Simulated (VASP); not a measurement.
Input of a VASP 6.6.1 run:

The input INCAR:

```
PREC = Accurate
ENCUT = 520
EDIFF = 1E-7
ISMEAR = 0
SIGMA = 0.15
LREAL = F
LASPH = T
NELM = 80
ALGO = Normal
ISIF = 2
LWAVE = F
LCHARG = F
NBANDS = 42
```

The input KPOINTS:

```
Automatic mesh
0
Gamma
  14 14 4
```

File POSCAR:

```
TaN
1.0
   -3.1035877079      0.0000000000      0.0000000000
   -1.5517938539     -2.6877857979      0.0000000000
   -1.1638453905     -0.6719464495     12.0200957435
Ta N
4 4
Direct
    0.1036770450      0.1036770450      0.9186251535
    0.2286770450      0.2286770450      0.4186251535
    0.6245103783      0.6245103783      0.1686251535
    0.4995103783      0.4995103783      0.6686251535
    0.3129896217      0.3129896217      0.0813748465
    0.1879896217      0.1879896217      0.5813748465
    0.5838229550      0.5838229550      0.3313748465
    0.4588229550      0.4588229550      0.8313748465
```

Potentials or basis: VASP PAW LDA potentials, release 64 (Ta_pv, N).

Launch:

```console
$ cat potpaw_LDA.64/Ta_pv/POTCAR potpaw_LDA.64/N/POTCAR > POTCAR
$ mpirun -np 1 vasp_std > vasp.out
```

Problem. Predict the largest force.

Solution. 3.082 eV/Å.

Problem. Estimate the pressure.

Solution. -3.7 GPa.

Problem. What does it give for the band gap on the k mesh?

Solution. Zero (bands 32 and 33 overlap by 0.33 eV).

Stress tensor (GPa, compression positive):
```
-2.85 -0.91  1.99
-0.91 -1.79  1.15
 1.99  1.15 -6.53
```

Caveat: the cell differs from its parent crystal (the part above a cut slid along it); the cell stands under tension; spin-orbit coupling is left out, which moves the levels of the heavy elements; forces of over 1 eV/Å act on the atoms, so gaps and moduli don't describe the material at rest.
